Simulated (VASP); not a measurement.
# Si24W11 (a cell with a defect): single point with PBE

Si24W11 (a cell with a defect):

```xyz
35
Lattice="-3.2292 3.2292 7.8679 3.2292 -3.2292 7.8679 4.8438 4.8438 -11.8019" Properties=species:S:1:pos:R:3 pbc="T T T"
Si    0.0480   -0.0414    2.6720
Si    0.0468   -0.0420    5.1890
Si    1.6122    1.6240   -1.3132
Si    1.6131    1.6263    1.3042
Si    3.2230    3.2364   -5.2456
Si    3.2256    3.2372   -2.6282
Si    1.6149   -1.6133    6.5655
Si    1.6157   -1.6128    9.1716
Si    3.1828   -0.0453    2.6765
Si    3.2118   -0.0163    5.2054
Si    4.8568    1.6287   -1.3106
Si    4.8439    1.6157    1.3161
Si   -1.6109    1.6193    6.5572
Si   -1.6103    1.6200    9.1630
Si    0.0045    3.2348    2.6104
Si   -0.0084    3.2218    5.2372
Si    1.6358    4.8661   -1.2791
Si    1.6653    4.8956    1.2500
Si   -0.0422    0.0487   10.5399
Si   -0.0432    0.0480   13.0569
Si    1.6230    1.6133    6.5547
Si    1.6253    1.6142    9.1721
Si    3.2353    3.2240    2.6224
Si    3.2362    3.2267    5.2397
W     0.0025    0.0031   -0.0035
W     1.6103    1.6190   -3.9378
W     3.2382    3.2315   -7.8715
W     1.6157   -4.8338    3.9304
W     3.2434    0.0152    0.0041
W     4.8343    1.6063   -3.9456
W    -1.6124    1.6179    3.9304
W    -0.0115    3.2188   -0.0164
W     1.6302    4.8605   -3.9250
W     0.0023    0.0034    7.8644
W     1.6179    1.6115    3.9302
```

```
Program                : VASP 6.6.1
Task                   : single point
Functional             : PBE
Potentials or basis    : VASP PAW PBE potentials, release 64 (Si, W_sv)
Cutoff                 : 520 eV
k mesh                 : 3 × 3 × 2
Occupations            : methfessel-paxton, width 0.1 eV
Spin                   : no spin polarisation
Dipole correction      : no
Further INCAR settings : LREAL = Auto; ALGO = Normal; EDIFF = 1e-06; NBANDS = 148
```

| Property | Result |
| --- | --- |
| Pressure | -1.2 GPa |
| Largest force | 0.009 eV/Å |
| Band gap on the k mesh | zero (bands 125 and 126 overlap by 0.29 eV) |

Forces in eV/Å, atoms in the order of the input:
```
Si  -0.001 -0.001  0.001
Si   0.000  0.000 -0.002
Si   0.001  0.001 -0.001
Si   0.000  0.002  0.004
Si   0.000 -0.001 -0.003
Si  -0.002 -0.001  0.003
Si  -0.004 -0.004 -0.003
Si  -0.002  0.000 -0.001
Si  -0.004 -0.004 -0.003
Si   0.003  0.003  0.000
Si   0.001  0.000 -0.005
Si  -0.001 -0.001  0.003
Si   0.000  0.000 -0.001
Si   0.003  0.002  0.004
Si   0.000 -0.001 -0.002
Si  -0.001 -0.001  0.005
Si   0.000 -0.001  0.001
Si   0.004  0.004  0.003
Si  -0.002  0.000 -0.001
Si   0.000 -0.001 -0.002
Si   0.000  0.001  0.000
Si   0.001  0.000  0.003
Si  -0.001  0.000 -0.003
Si  -0.001 -0.002  0.003
W   -0.003  0.004 -0.003
W   -0.008  0.000  0.002
W    0.005  0.000 -0.001
W    0.001  0.006 -0.001
W    0.001  0.002  0.001
W   -0.003 -0.004 -0.001
W    0.001  0.000  0.000
W    0.000  0.000 -0.002
W    0.005  0.005  0.003
W    0.001  0.000 -0.002
W    0.001 -0.009  0.001
```

Stress tensor (GPa, compression positive):
```
-1.65 -0.02  0.01
-0.02 -1.65  0.01
 0.01  0.01 -0.16
```

Levels at points of the mesh, in eV from the Fermi level:
```tsv
k point	band 123	band 124	band 125	band 126	band 127	band 128
(0.00, 0.00, 0.00)	-0.33	-0.18	0.13	0.22	0.52	1.10
(0.00, 0.00, 0.50)	-0.46	-0.36	-0.26	-0.15	0.08	0.87
```

It took 37 min on 1 thread of Intel(R) Xeon(R) 6975P-C (Granite Rapids), on a shared host, peak memory 1.3 GiB.

Caveat: spin-orbit coupling is left out, which moves the levels of the heavy elements.
